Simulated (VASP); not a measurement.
Input of a VASP 6.6.1 run:

Contents of INCAR:

```
SYSTEM = SiC
PREC = Accurate ; ENCUT = 600
EDIFF = 1E-6 ; ISMEAR = 0
SIGMA = 0.01 ; LREAL = .FALSE.
LASPH = .TRUE. ; NELM = 120
ALGO = Normal ; ISIF = 2
LWAVE = .FALSE. ; LCHARG = .FALSE.
GGA = PS ; ISYM = 0
NBANDS = 11 ; GGA_COMPAT = .FALSE.
```

The input KPOINTS:

```
Automatic mesh
0
Gamma
  8 8 8
  0.5 0.5 0.5
```

File POSCAR:

```
SiC
1.0
    0.0000000000      2.1780523476      2.1780523476
    2.1780523476      0.0000000000      2.1780523476
    2.1780523476      2.1780523476      0.0000000000
Si C
1 1
Direct
    0.0000000000      0.0000000000      0.0000000000
    0.2500000000      0.2500000000      0.2500000000
```

Potentials or basis: VASP PAW PBE potentials, release 64 (Si, C).

Run with:

```sh
$ cat potpaw_PBE.64/Si/POTCAR potpaw_PBE.64/C/POTCAR > POTCAR
$ mpirun -np 1 vasp_std > vasp.out
```

Task: Predict the pressure.

Result: 0.3 GPa.

Task: Predict the band gap on the k mesh.

Result: 1.58 eV (least direct gap 4.68 eV).

Caveat: the PAW data sets were made with another functional, which shifts forces and pressure a little; a shifted mesh leaves out Γ, where band edges can lie. A k mesh can miss the band edges.
